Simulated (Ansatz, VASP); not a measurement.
**BN: VASP beside Ansatz**

File INCAR:

```
SYSTEM = BN
  PREC = Accurate
  ENCUT = 600
  EDIFF = 1E-6
  ISMEAR = 0
  SIGMA = 0.1
  LREAL = .FALSE.
  LASPH = .TRUE.
  NELM = 120
  ALGO = Normal
  ISIF = 2
  LWAVE = .FALSE.
  LCHARG = .FALSE.
  GGA = PE
  IVDW = 12
  NBANDS = 11
  GGA_COMPAT = .FALSE.
```

The input KPOINTS:

```
regular mesh
0
G
  8 8 8
  0 0 0
```

File POSCAR:

```
BN
1.0
    0.0000000000      1.8130010000      1.8130010000
    1.8130010000      0.0000000000      1.8130010000
    1.8130010000      1.8130010000      0.0000000000
B N
1 1
Direct
    0.0000000000      0.0000000000      0.0000000000
    0.2500000000      0.2500000000      0.2500000000
```

Input for Ansatz:

```yaml
crystal:
  lattice:
    - [0.0, 1.813001, 1.813001]
    - [1.813001, 0.0, 1.813001]
    - [1.813001, 1.813001, 0.0]
  atoms:
    - { symbol: B, position: [0.0, 0.0, 0.0] }
    - { symbol: "N", position: [0.25, 0.25, 0.25] }
basis:
  ecutwfc: 420
kpoints:
  mp_grid: { grid: [8, 8, 8] }
hamiltonian:
  xc: pbe
  dispersion: d3bj
  pseudopotentials: { kind: paw, azcp: { folder: soft_1 } }
scf:
  occupations: { method: gaussian, width: 0.1 }
output:
  forces: true
  stress: true
  eigenvalues: true
```

Alike in both runs: task single point; functional PBE; dispersion D3(BJ); k mesh 8 × 8 × 8; occupations gaussian, width 0.1 eV; no spin polarisation.

```csv
,VASP,Ansatz
version,VASP 6.6.1,Ansatz 0.2.0
potentials or method,"VASP PAW PBE potentials, release 64 (B, N), cutoff 600 eV","scalar-relativistic, plane waves, PAW"
valence electrons in the cell,8,8
```

Ansatz gave:

```
gap on the k mesh at the Fermi level (eV) : 4.46
least direct gap on the mesh (eV)         : 8.78
pressure (GPa)                            : -6.2
```

Question: Which values does VASP return?

Answer: gap on the k mesh at the Fermi level (eV): 4.45; least direct gap on the mesh (eV): 8.78; pressure (GPa): -6.0.
